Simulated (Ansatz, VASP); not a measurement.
# Two plane-wave programs on MgB2

INCAR

```
  ALGO = Normal
  EDIFF = 1E-6
  ENCUT = 600
  GGA = PE
  GGA_COMPAT = F
  ISIF = 2
  ISMEAR = 0
  LASPH = T
  LCHARG = T
  LELF = T
  LREAL = F
  LVHAR = T
  LWAVE = F
  NBANDS = 11
  NELM = 120
  PREC = Accurate
  SIGMA = 0.1
```

File KPOINTS:

```
k-points
0
Gamma
  6 6 6
```

POSCAR

```
MgB2
1.0
    3.0627620649      0.0000000000      0.0000000000
   -1.5313810324      2.6524297539      0.0000000000
    0.0000000000      0.0000000000      3.5208704800
Mg B
1 2
Direct
    0.0000000000      0.0000000000      0.0000000000
    0.6666666700      0.3333333300      0.5000000000
    0.3333333300      0.6666666700      0.5000000000
```

Input for Ansatz:

```yaml
crystal:
  lattice:
    - [3.0627620649, 0.0, 0.0]
    - [-1.5313810324, 2.6524297539, 0.0]
    - [0.0, 0.0, 3.52087048]
  atoms:
    - { symbol: Mg, position: [0.0, 0.0, 0.0] }
    - { symbol: B, position: [0.66666667, 0.33333333, 0.5] }
    - { symbol: B, position: [0.33333333, 0.66666667, 0.5] }
basis:
  ecutwfc: 420
kpoints:
  mp_grid: { grid: [6, 6, 6] }
hamiltonian:
  xc: pbe
scf:
  occupations: { method: gaussian, width: 0.1 }
  lower_state_search: "off"
output:
  forces: true
  stress: true
  eigenvalues: true
```

Alike in both runs: task single point; functional PBE; k mesh 6 × 6 × 6; occupations gaussian, width 0.1 eV; no spin polarisation.

|  | VASP | Ansatz |
| --- | --- | --- |
| version | VASP 6.6.1 | Ansatz 0.2.0 |
| potentials or method | VASP PAW PBE potentials, release 64 (Mg, B), cutoff 600 eV | scalar-relativistic, plane waves, PAW |
| valence electrons in the cell | 8 | 16 |

```csv
,VASP,Ansatz,Ansatz less VASP
gap on the k mesh at the Fermi level (eV),none,none,-
pressure (GPa),1.5,1.7,+0.25
"traceless stress, the component that is largest in VASP (GPa)",-3.20,-3.06,+0.143
```

A gap of «none» marks a metal or a gap that the smearing closes. The functional is the same, so the differences come from potentials, cutoffs and numerics. VASP's potentials hold 8 valence electrons a cell and Ansatz's 16, so a difference there can come from the potentials and not from the codes.

The k mesh is coarse, so the values compare programs but aren't converged.
